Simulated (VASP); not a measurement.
A run of VASP 6.6.1 is set up as follows.

INCAR

```
  PREC = Accurate
  ENCUT = 520
  EDIFF = 1E-7
  ISMEAR = 0
  SIGMA = 0.15
  LREAL = False
  LASPH = True
  NELM = 60
  ALGO = Fast
  ISIF = 2
  LWAVE = False
  LCHARG = False
  GGA = PS
  NBANDS = 14
```

File KPOINTS:

```
regular mesh
0
Gamma
  28 28 28
```

File POSCAR:

```
Rh
1.0
    0.0000000000      1.8899965797      1.9372464942
    1.8899965797      0.0000000000      1.9372464942
    1.8899965797      1.8899965797      0.0000000000
Rh
1
Direct
    0.0000000000      0.0000000000      0.0000000000
```

Potentials or basis: VASP PAW PBE potentials, release 64 (Rh_pv).

Run with:

```sh
$ cat potpaw_PBE.64/Rh_pv/POTCAR > POTCAR
$ mpirun -np 1 vasp_std > vasp.out
```

Estimate the pressure.

-6.7 GPa.

Predict the band gap on the k mesh.

zero (an odd number of electrons rules out a gap without spin polarisation).

Stress tensor (GPa, compression positive):
```
 -4.70   0.00   0.00
  0.00  -4.70   0.00
  0.00   0.00 -10.84
```

Caveat: the cell differs from its parent crystal (strain +0.000 along x and y, +0.025 along z); the cell stands under tension; the PAW data sets were made with another functional, which shifts forces and pressure a little.
